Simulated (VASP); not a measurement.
# OsPd4 (P-43m) in VASP: further runs

Runs on OsPd4. Level: PBE. Tasks: single point, relaxation of cell and atoms.

Program: VASP 6.6.1. These are calculated values, not measurements. Logs are shortened: lines on timing, memory, paths and dates and some standing lists are left out, and cuts for length are marked.

## Step 1: The cell of the first run

It takes space group P-43m (No. 215, cubic). Conventional cell: a = 4.575 Å, b = 4.575 Å, c = 4.575 Å, α = 90.00°, β = 90.00°, γ = 90.00°. Pd (site symmetry 3m) has 1 Os at 2.34 Å and 3 Pd at 2.65 Å within 3.1 Å. Within 3.1 Å of Os (site symmetry -43m) lie 4 Pd at 2.34 Å.

The cell was generated, and may not be a known phase.

## Step 2: Single point, PBE, collinear spin

INCAR reads:

```
PREC = Accurate
ENCUT = 600
EDIFF = 1E-6
ISMEAR = 0
SIGMA = 0.1
LREAL = False
LASPH = True
NELM = 200
ALGO = Normal
ISIF = 2
LWAVE = False
LCHARG = False
ISPIN = 2
MAGMOM = 1 1 1 1 1
LORBIT = 11
LMAXMIX = 4
GGA = PE
NBANDS = 36
GGA_COMPAT = False
```

KPOINTS reads:

```
regular mesh
0
Gamma
  4 4 4
```

POSCAR reads:

```
OsPd4
1.0
    4.5747116937      0.0000000000      0.0000000000
    0.0000000000      4.5747116937      0.0000000000
    0.0000000000      0.0000000000      4.5747116937
Pd Os
4 1
Direct
    0.2955374700      0.2955374700      0.2955374700
    0.7044625300      0.7044625300      0.2955374700
    0.2955374700      0.7044625300      0.7044625300
    0.7044625300      0.2955374700      0.7044625300
    0.0000000000      0.0000000000      0.0000000000
```

Potentials or basis: VASP PAW PBE potentials, release 64 (Pd, Os).

Launch:

```bash
cat potpaw_PBE.64/Pd/POTCAR potpaw_PBE.64/Os/POTCAR > POTCAR
mpirun -np 1 vasp_std > vasp.out
```

OUTCAR:

```text
PREC = Accurate
   ENCUT = 600
   EDIFF = 1E-6
   ISMEAR = 0
   LREAL = False
   LASPH = True
   NELM = 200
   ISIF = 2
   ISPIN = 2
   LORBIT = 11
   GGA = PE

 ion  position               nearest neighbor table
   1  0.296  0.296  0.296-   5 2.34   3 2.65   4 2.65   2 2.65   3 3.29   4 3.29   2 3.29   3 3.29
                             2 3.29   4 3.29
   2  0.704  0.704  0.296-   5 2.34   3 2.65   4 2.65   1 2.65   1 3.29   3 3.29   1 3.29   4 3.29
                             3 3.29   4 3.29
   3  0.296  0.704  0.704-   5 2.34   2 2.65   4 2.65   1 2.65   1 3.29   4 3.29   1 3.29   2 3.29
                             2 3.29   4 3.29
   4  0.704  0.296  0.704-   5 2.34   2 2.65   3 2.65   1 2.65   1 3.29   3 3.29   1 3.29   2 3.29
                             2 3.29   3 3.29
   5  0.000  0.000  0.000-   1 2.34   2 2.34   3 2.34   4 2.34

  LATTYP: Found a simple cubic cell.
 ALAT       =     4.5747116937

  Lattice vectors:

 A1 = (   4.5747116937,   0.0000000000,   0.0000000000)
 A2 = (   0.0000000000,   4.5747116937,   0.0000000000)
 A3 = (   0.0000000000,   0.0000000000,   4.5747116937)

Analysis of symmetry for initial positions (statically):
=====================================================================
 Subroutine PRICEL returns:
 Original cell was already a primitive cell.

 Routine SETGRP: Setting up the symmetry group for a
 simple cubic supercell.

 Subroutine GETGRP returns: Found 24 space group operations
 (whereof 24 operations were pure point group operations)
 out of a pool of 48 trial point group operations.

The static configuration has the point symmetry T_d .

Analysis of symmetry for dynamics (positions and initial velocities):
=====================================================================
 Subroutine PRICEL returns:
 Original cell was already a primitive cell.

 Routine SETGRP: Setting up the symmetry group for a
 simple cubic supercell.

 Subroutine GETGRP returns: Found 24 space group operations
 (whereof 24 operations were pure point group operations)
 out of a pool of 48 trial point group operations.

The dynamic configuration has the point symmetry T_d .

Analysis of structural, dynamic, and magnetic symmetry:
=====================================================================
 Subroutine PRICEL returns:
 Original cell was already a primitive cell.

 Routine SETGRP: Setting up the symmetry group for a
 simple cubic supercell.

 Subroutine GETGRP returns: Found 24 space group operations
 (whereof 24 operations were pure point group operations)
 out of a pool of 48 trial point group operations.

The overall configuration has the point symmetry T_d .

 Subroutine INISYM returns: Found 24 space group operations
 (whereof 24 operations are pure point group operations),
 and found     1 'primitive' translations

----------------------------------------------------------------------------------------

                                     Primitive cell

  volume of cell :      95.7395

  direct lattice vectors                    reciprocal lattice vectors
     4.574711694  0.000000000  0.000000000     0.218593010  0.000000000  0.000000000
     0.000000000  4.574711694  0.000000000     0.000000000  0.218593010  0.000000000
     0.000000000  0.000000000  4.574711694     0.000000000  0.000000000  0.218593010

  length of vectors
     4.574711694  4.574711694  4.574711694     0.218593010  0.218593010  0.218593010

  position of ions in fractional coordinates (direct lattice)
     0.295537470  0.295537470  0.295537470
     0.704462530  0.704462530  0.295537470
     0.295537470  0.704462530  0.704462530
     0.704462530  0.295537470  0.704462530
     0.000000000  0.000000000  0.000000000

  ion indices of the primitive-cell ions
   primitive index   ion index
                 1           1
                 2           2
                 3           3
                 4           4
                 5           5

----------------------------------------------------------------------------------------

 KPOINTS: regular mesh

Automatic generation of k-mesh.
 Grid dimensions read from file:
 generate k-points for:    4    4    4

 Generating k-lattice:

  Cartesian coordinates                     Fractional coordinates (reciprocal lattice)
     0.054648253  0.000000000  0.000000000     0.250000000  0.000000000  0.000000000
     0.000000000  0.054648253  0.000000000     0.000000000  0.250000000  0.000000000
     0.000000000  0.000000000  0.054648253     0.000000000  0.000000000  0.250000000

  Length of vectors
     0.054648253  0.054648253  0.054648253

  Shift w.r.t. Gamma in fractional coordinates (k-lattice)
     0.000000000  0.000000000  0.000000000

 Subroutine IBZKPT returns following result:
 ===========================================

 Found     10 irreducible k-points:

 Following reciprocal coordinates:
            Coordinates               Weight
  0.000000  0.000000  0.000000      1.000000
  0.250000  0.000000  0.000000      6.000000
  0.500000  0.000000  0.000000      3.000000
  0.250000  0.250000  0.000000     12.000000
  0.500000  0.250000  0.000000     12.000000
  0.500000  0.500000  0.000000      3.000000
  0.250000  0.250000  0.250000      8.000000
  0.500000  0.250000  0.250000     12.000000
  0.500000  0.500000  0.250000      6.000000
  0.500000  0.500000  0.500000      1.000000
   k-points           NKPTS =     10   k-points in BZ     NKDIM =     10   number of bands    NBANDS=     36
   number of dos      NEDOS =    301   number of ions     NIONS =      5
   total plane-waves  NPLWV =  64000
   dimension x,y,z NGX =    40 NGY =   40 NGZ =   40
   dimension x,y,z NGXF=    80 NGYF=   80 NGZF=   80
   ions per type =               4   1
   NGX,Y,Z   is equivalent  to a cutoff of  14.54, 14.54, 14.54 a.u.
   NGXF,Y,Z  is equivalent  to a cutoff of  29.07, 29.07, 29.07 a.u.
 SYSTEM =  unknown system
   PREC   = accura    normal or accurate (medium, high low for compatibility)
   ISTART =      0    job   : 0-new  1-cont  2-samecut
   ICHARG =      2    charge: 1-file 2-atom 10-const
   ISPIN  =      2    spin polarized calculation?
   LNONCOLLINEAR =      F non collinear calculations
   LSORBIT =      F    spin-orbit coupling
   LASPH  =      T    aspherical Exc in radial PAW
   ENCUT  =  600.0 eV  44.10 Ry    6.64 a.u.   9.14  9.14  9.14*2*pi/ulx,y,z
   NELM   =    200;   NELMIN=  2; NELMDL= -5     # of ELM steps
   EDIFF  = 0.1E-05   stopping-criterion for ELM
   LREAL  =      F    real-space projection
   EDIFFG = 0.1E-04   stopping-criterion for IOM
   NSW    =      0    number of steps for IOM
   IBRION =     -1    ionic relax: 0-MD 1-quasi-New 2-CG
   NFREE  =      0    steps in history (QN), initial steepest desc. (CG)
   ISIF   =      2    stress and relaxation
   ISYM   =      2    0-nonsym 1-usesym 2-fastsym
   POTIM  = 0.5000    time-step for ionic-motion
   TEBEG  =    0.0;   TEEND  =   0.0 temperature during run
   PSTRESS=    0.0 pullay stress
   NELECT =      48.0000    total number of electrons
   NUPDOWN=      -1.0000    fix difference up-down
   EMIN   =  10.00;   EMAX   =-10.00  energy-range for DOS
   EFERMI =   0.00;   METHOD = LEGACY
   ISMEAR =     0;   SIGMA  =   0.10  broadening in eV -4-tet -1-fermi 0-gaus
   EFERMI_NEDOS =   21; number of points for ismear=-14 and -15
   IALGO  =     38    algorithm
   IMIX   =      4    mixing-type and parameters
     AMIX     =   0.40;   BMIX     =  1.00
     AMIX_MAG =   1.60;   BMIX_MAG =  1.00
  volume/ion in A,a.u.               =      19.15       129.22
  Fermi-wavevector in a.u.,A,eV,Ry     =   1.300543  2.457671 23.013073  1.691413
  Thomas-Fermi vector in A             =   2.431735
   LORBIT       =     11    0 simple, 1 ext, 2 COOP (PROOUT), +10 PAW based schemes
   GGA     = PE    functional components
   LHFCALC =     F    Hartree Fock is set to
   AEXX    =    0.0000 exact exchange contribution
   IVDW    =     0    specifies the selected vdW correction
   LEPSILON=     F    determine dielectric tensor
   LRPA    =     F    only Hartree local field effects (RPA)
 spin polarized calculation
 Gauss-broadening in eV      SIGMA  =   0.10
  energy-cutoff  :      600.00
  volume of cell :       95.74
 maximum number of plane-waves:      3218
 NGX is ok and might be reduce to    40
   NGX = 19   NGY = 19   NGZ = 19

 number of electron      48.0000003 magnetization       0.0007979

 number of electron      48.0000003 magnetization      -0.0000271

 Free energy of the ion-electron system (eV)
  ---------------------------------------------------
  ext. energy  EPLUGINS =         0.00000000
  ---------------------------------------------------
  free energy    TOTEN  =       -26.65843139 eV

  energy without entropy =      -26.62638060  energy(sigma->0) =      -26.64240599

 E-fermi :   6.4831     XC(G=0): -11.6105

 val. band max:        6.4760367859   @ k =   0.5000   0.2500   0.2500
 cond. band min:       6.5400840993   @ k =   0.5000   0.2500   0.0000
 fundamental gap:      0.0640473135
 Fermi energy:         6.4831387835

 spin component 1

 k-point     1 :       0.0000    0.0000    0.0000
  band No.  band energies     occupation
      1      -0.3655      1.00000
      2       1.6433      1.00000
      3       1.6433      1.00000
      4       1.6884      1.00000
      5       1.7295      1.00000
      6       1.7295      1.00000
[... 28 lines left out ...]
     35      15.8313      0.00000
     36      16.2539      0.00000

 k-point     2 :       0.2500    0.0000    0.0000
  band No.  band energies     occupation
      1       0.0593      1.00000
      2       1.3382      1.00000
      3       1.7164      1.00000
      4       1.7164      1.00000
      5       1.7472      1.00000
      6       1.8508      1.00000
[... 28 lines left out ...]
     35      15.0371      0.00000
     36      15.2934      0.00000
[... 271 lines left out ...]
     35      18.9755      0.00000
     36      18.9755      0.00000

 k-point    10 :       0.5000    0.5000    0.5000
  band No.  band energies     occupation
      1       0.4598      1.00000
      2       2.2492      1.00000
      3       2.2492      1.00000
      4       2.2808      1.00000
      5       2.2808      1.00000
      6       2.2808      1.00000
[... 28 lines left out ...]
     35      20.8138      0.00000
     36      20.8138      0.00000
 Fermi energy:         6.4831387835

 spin component 2

 k-point     1 :       0.0000    0.0000    0.0000
  band No.  band energies     occupation
      1      -0.3649      1.00000
      2       1.6435      1.00000
      3       1.6435      1.00000
      4       1.6885      1.00000
      5       1.7296      1.00000
      6       1.7296      1.00000
[... 28 lines left out ...]
     35      15.8324      0.00000
     36      16.2540      0.00000

 k-point     2 :       0.2500    0.0000    0.0000
  band No.  band energies     occupation
      1       0.0599      1.00000
      2       1.3381      1.00000
      3       1.7165      1.00000
      4       1.7165      1.00000
      5       1.7475      1.00000
      6       1.8511      1.00000
[... 28 lines left out ...]
     35      15.0375      0.00000
     36      15.2934      0.00000
[... 271 lines left out ...]
     35      18.9755      0.00000
     36      18.9756      0.00000

 k-point    10 :       0.5000    0.5000    0.5000
  band No.  band energies     occupation
      1       0.4603      1.00000
      2       2.2494      1.00000
      3       2.2494      1.00000
      4       2.2810      1.00000
      5       2.2810      1.00000
      6       2.2810      1.00000
[... 28 lines left out ...]
     35      20.8138      0.00000
     36      20.8138      0.00000

------------------------ aborting loop because EDIFF is reached ----------------------------------------

  FORCE on cell =-STRESS in cart. coord.  units (eV):
  Direction    XX          YY          ZZ          XY          YZ          ZX
  --------------------------------------------------------------------------------------
  -------------------------------------------------------------------------------------
  Total       -0.4620726     -0.4620726     -0.4620726      0.0000000     -0.0000000      0.0000000
  in kB       -7.7326717     -7.7326717     -7.7326717      0.0000000     -0.0000000      0.0000000
  external PRESSURE =      -7.7326717 kB  Pullay stress =       0.0000000 kB

 VOLUME and BASIS-vectors are now :
 -----------------------------------------------------------------------------
  energy-cutoff  :      600.00
  volume of cell :       95.74
      direct lattice vectors                 reciprocal lattice vectors
     4.574711694  0.000000000  0.000000000     0.218593010  0.000000000  0.000000000
     0.000000000  4.574711694  0.000000000     0.000000000  0.218593010  0.000000000
     0.000000000  0.000000000  4.574711694     0.000000000  0.000000000  0.218593010

 POSITION                                       TOTAL-FORCE (eV/Angst)
 -----------------------------------------------------------------------------------
      1.35200      1.35200      1.35200        -0.035958     -0.035958     -0.035958
      3.22271      3.22271      1.35200         0.035958      0.035958     -0.035958
      1.35200      3.22271      3.22271        -0.035958      0.035958      0.035958
      3.22271      1.35200      3.22271         0.035958     -0.035958      0.035958
      0.00000      0.00000      0.00000        -0.000000     -0.000000     -0.000000
 -----------------------------------------------------------------------------------
    total drift:                                0.000000      0.000000      0.000000

  FREE ENERGIE OF THE ION-ELECTRON SYSTEM (eV)
  ---------------------------------------------------
  free  energy   TOTEN  =       -26.6584313916 eV

  energy  without entropy=      -26.6263805975  energy(sigma->0) =      -26.64240599

 total charge

# of ion       s       p       d       tot
------------------------------------------
    1        0.481   0.428   8.460   9.369
    2        0.481   0.428   8.460   9.369
    3        0.481   0.428   8.460   9.369
    4        0.481   0.428   8.460   9.369
    5        0.735   0.411   5.969   7.115
--------------------------------------------------
tot          2.657   2.124  39.807  44.589

 magnetization (x)

# of ion       s       p       d       tot
------------------------------------------
    1        0.000   0.000  -0.000  -0.000
    2        0.000   0.000  -0.000  -0.000
    3        0.000   0.000  -0.000  -0.000
    4        0.000   0.000  -0.000  -0.000
    5        0.000   0.000  -0.000  -0.000
--------------------------------------------------
tot          0.000   0.000  -0.000  -0.000
```

Run time: 2.9 min. Hardware: 1 thread of Intel Xeon 8259CL, shared host; peak memory 0.32 GiB.

What came out:

```
Free energy                                           : -26.6584 eV
Pressure                                              : -0.8 GPa
Largest force                                         : 0.062 eV/Å
Band gap on the k mesh                                : zero (filled and empty bands overlap)
Net moment                                            : 0.00 μB per cell
Valence electrons inside the program's atomic spheres : Pd 9.37; Os 7.12
```

Forces in eV/Å, atoms in the order of the input:
```
Pd  -0.036 -0.036 -0.036
Pd   0.036  0.036 -0.036
Pd  -0.036  0.036  0.036
Pd   0.036 -0.036  0.036
Os   0.000  0.000  0.000
```

Levels at points of the mesh, in eV from the Fermi level:
Spin up:
| k point | band 21 | band 22 | band 23 | band 24 | band 25 | band 26 | band 27 | band 28 |
| --- | --- | --- | --- | --- | --- | --- | --- | --- |
| (0.00, 0.00, 0.00) | -1.00 | -0.57 | -0.57 | 0.53 | 0.53 | 0.53 | 0.54 | 4.34 |
| (0.50, 0.00, 0.00) | -1.28 | -1.28 | -0.44 | -0.32 | 0.40 | 0.40 | 0.76 | 4.25 |
| (0.50, 0.50, 0.00) | -0.74 | -0.74 | -0.65 | -0.37 | -0.21 | 0.23 | 0.74 | 0.74 |
| (0.50, 0.50, 0.50) | -1.20 | -1.20 | -1.20 | -1.12 | -0.13 | -0.13 | 1.32 | 1.32 |
Spin down:
| k point | band 20 | band 21 | band 22 | band 23 | band 24 | band 25 | band 26 | band 27 | band 28 | band 29 |
| --- | --- | --- | --- | --- | --- | --- | --- | --- | --- | --- |
| (0.00, 0.00, 0.00) | -1.00 | -1.00 | -0.57 | -0.57 | 0.53 | 0.53 | 0.53 | 0.54 | 4.34 | 4.34 |
| (0.50, 0.00, 0.00) | -1.52 | -1.28 | -1.28 | -0.44 | -0.32 | 0.40 | 0.40 | 0.76 | 4.25 | 5.10 |
| (0.50, 0.50, 0.00) | -1.53 | -0.74 | -0.74 | -0.65 | -0.37 | -0.21 | 0.23 | 0.74 | 0.74 | 0.76 |
| (0.50, 0.50, 0.50) | -1.30 | -1.20 | -1.20 | -1.20 | -1.12 | -0.13 | -0.13 | 1.32 | 1.32 | 1.32 |

Caveat: spin-orbit coupling is left out, which moves the levels of the heavy elements.

## Step 3: Relaxation of cell and atoms, PBE

INCAR reads:

```
  PREC = Accurate
  ENCUT = 600
  EDIFF = 1E-7
  ISMEAR = 0
  SIGMA = 0.1
  LREAL = False
  LASPH = True
  NELM = 120
  ALGO = Normal
  ISIF = 3
  LWAVE = False
  LCHARG = False
  GGA = PE
  IBRION = 2
  NSW = 100
  EDIFFG = -0.01
  GGA_COMPAT = False
  NELMIN = 4
```

KPOINTS reads:

```
Automatic mesh
0
Gamma
  8 8 8
```

POSCAR is that of step 2.

Potentials or basis: VASP PAW PBE potentials, release 64 (Pd, Os).

Launch:

```bash
cat potpaw_PBE.64/Pd/POTCAR potpaw_PBE.64/Os/POTCAR > POTCAR
mpirun -np 1 vasp_std > vasp.out
```

Wall time 8.4 min (1 thread of Intel Xeon 8259CL, shared host); peak memory 0.32 GiB.

The run converged. Its results:

- Free energy: -26.6547 eV
- Relaxed volume: 19.04 Å³/atom
- Relaxed cell: a = 4.566 Å, b = 4.566 Å, c = 4.566 Å, α = 90.00°, β = 90.00°, γ = 90.00°
- Space group after relaxing (to 0.1 Å): P-43m (No. 215)
- Energy gained by relaxing: 0.3 meV/atom
- Ionic steps: 3
- Pressure after relaxing: 0.0 GPa
- Band gap on the k mesh: zero (bands 24 and 25 overlap by 0.80 eV)

Step by step:
```tsv
step	energy change (eV)	largest force (eV/Å)	pressure (GPa)	volume (Å³)
1	0.0000	0.0415	-0.74	95.74
2	0.0008	0.0517	0.98	94.51
3	-0.0013	0.0008	0.01	95.19
```

Final structure:
```yaml
crystal:
  lattice:
    - [4.56601, 0.00000, 0.00000]
    - [0.00000, 4.56601, 0.00000]
    - [0.00000, 0.00000, 4.56601]
  atoms:
    - { symbol: Pd, position: [0.29543, 0.29543, 0.29543] }
    - { symbol: Pd, position: [0.70457, 0.70457, 0.29543] }
    - { symbol: Pd, position: [0.29543, 0.70457, 0.70457] }
    - { symbol: Pd, position: [0.70457, 0.29543, 0.70457] }
    - { symbol: Os, position: [0.00000, 0.00000, 0.00000] }
```

Levels at points of the mesh, in eV from the Fermi level:
| k point | band 21 | band 22 | band 23 | band 24 | band 25 | band 26 | band 27 | band 28 |
| --- | --- | --- | --- | --- | --- | --- | --- | --- |
| (0.00, 0.00, 0.00) | -1.01 | -0.57 | -0.57 | 0.54 | 0.54 | 0.54 | 0.55 | 4.35 |
| (0.50, 0.00, 0.00) | -1.29 | -1.29 | -0.44 | -0.32 | 0.41 | 0.41 | 0.78 | 4.27 |
| (0.50, 0.50, 0.00) | -0.74 | -0.74 | -0.65 | -0.37 | -0.21 | 0.24 | 0.75 | 0.75 |
| (0.50, 0.50, 0.50) | -1.21 | -1.21 | -1.21 | -1.13 | -0.12 | -0.12 | 1.32 | 1.32 |

Caveat: spin-orbit coupling is left out, which moves the levels of the heavy elements.

The gap in the log of VASP goes by the Fermi energy; the results here count the filled bands.